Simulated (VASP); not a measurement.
Here is a VASP 6.6.1 calculation.

File INCAR:

```
SYSTEM = ZnS
  ALGO = Normal
  EDIFF = 1E-6
  ENCUT = 520
  GGA = PS
  ISIF = 2
  ISMEAR = 0
  LASPH = .TRUE.
  LCHARG = .FALSE.
  LREAL = .FALSE.
  LWAVE = .FALSE.
  NBANDS = 16
  NELM = 100
  PREC = Accurate
  SIGMA = 0.02
```

The input KPOINTS:

```
k-points
0
G
  10 10 10
  0 0 0
```

File POSCAR:

```
ZnS
1.0
    0.0000000000      2.6782590747      2.6782590747
    2.6782590747      0.0000000000      2.6782590747
    2.6782590747      2.6782590747      0.0000000000
Zn S
1 1
Direct
    0.0000000000      0.0000000000      0.0000000000
    0.7500000000      0.7500000000      0.7500000000
```

Potentials or basis: VASP PAW PBE potentials, release 64 (Zn, S).

The run is started by

```console
$ cat potpaw_PBE.64/Zn/POTCAR potpaw_PBE.64/S/POTCAR > POTCAR
$ mpirun -np 1 vasp_std > vasp.out
```

Problem. What does it give for the band gap on the k mesh?

Solution. 2.09 eV, direct.

Problem. What does it give for the pressure?

Solution. 0.2 GPa.

Caveat: the PAW data sets were made with another functional, which shifts forces and pressure a little.

**The experiment to reproduce.**

From “Electronic, vibrational, and thermodynamic properties of ZnS (zincblende and rocksalt structure)”, 2009, arxiv:0911.5022, for a bulk crystal of ZnS at 19 K: band gap 3.85 eV (direct).

A measured gap of ZnS is 3.85 eV (direct; 19 K; quoted in “Electronic, vibrational, and thermodynamic properties of ZnS (zincblende and rocksalt structure)”, 2009, arxiv:0911.5022); the calculated 2.09 eV misses it by -1.76 eV. The value is that of PBEsol, without temperature or zero-point motion. Semilocal functionals fall short of measured gaps as a rule.
